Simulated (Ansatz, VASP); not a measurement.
# One calculation of HgTe, two programs

```
Hg Te
1.0
     0.02922    2.93611    2.93611
     2.93611    0.02922    2.93611
     2.93611    2.93611    0.02922
Hg Te
1 1
Direct
  0.00000 0.00000 0.00000
  0.50000 0.50000 0.50000
```

Change from the starting cell: equal xy, yz and zx shear strains of +1 %, crystal datasets.

Alike in both runs: task electric field gradients; functional LDA; k mesh 10 × 10 × 10; occupations fermi-dirac, width 0.08 eV; no spin polarisation.

|  | VASP | Ansatz |
| --- | --- | --- |
| version | VASP 6.6.1 | Ansatz 0.2.0 |
| potentials or method | VASP PAW LDA potentials, release 64 (Hg, Te), cutoff 520 eV | all-electron PAW with datasets made for the crystal, scalar-relativistic |

Ansatz gave:

* pressure (GPa): 3.9
* traceless stress, the component that is largest in VASP (GPa): -0.20
* size of Vzz on the site where it differs most (V/Å²): 6.0

Question: What did VASP give for the same quantities?

Answer: Pressure (GPa): 4.4; traceless stress, the component that is largest in VASP (GPa): -0.19; size of Vzz on the site where it differs most (V/Å²): 7.9.

LDA's correlation is that of Perdew and Zunger in VASP and of Perdew and Wang (1992) in Ansatz. Ansatz ran all-electron here, and VASP with PAW potentials.

Neither program's run includes spin-orbit coupling.
